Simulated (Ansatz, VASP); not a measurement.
# Si in VASP and in Ansatz

```
Si
1.0
     6.92339    0.00000    0.00000
    -3.46170    5.99583    0.00000
     0.00000    0.00000    3.85833
Si
8
Direct
  0.66667 0.33333 0.25000
  0.33333 0.66667 0.75000
  0.29710 0.38290 0.25000
  0.91420 0.29710 0.75000
  0.61710 0.91420 0.25000
  0.70290 0.61710 0.75000
  0.08580 0.70290 0.25000
  0.38290 0.08580 0.75000
```

Alike in both runs: task relaxation of cell and atoms; functional PBE; k mesh 3 × 3 × 4; occupations gaussian, width 0.1 eV; no spin polarisation.

|  | VASP | Ansatz |
| --- | --- | --- |
| version | VASP 6.6.1 | Ansatz 0.2.0 |
| potentials or method | VASP PAW PBE potentials, release 64 (Si), cutoff 600 eV | scalar-relativistic, plane waves, PAW |
| valence electrons in the cell | 32 | 32 |

```tsv
	VASP	Ansatz	Ansatz less VASP
gap on the k mesh at the Fermi level, each at its own relaxed structure (eV)	none	none	-
relaxed volume (Å³/atom)	15.23	15.19	-0.038
relaxed cell length with the largest relative difference (Å)	6.111	6.100	-0.0118
```

A gap of «none» marks a metal or a gap that the smearing closes.

The k mesh is coarse, so the values compare programs but aren't converged. Noted on VASP's run: the volume moved by over 15 % at a fixed basis, so the end points are rough.
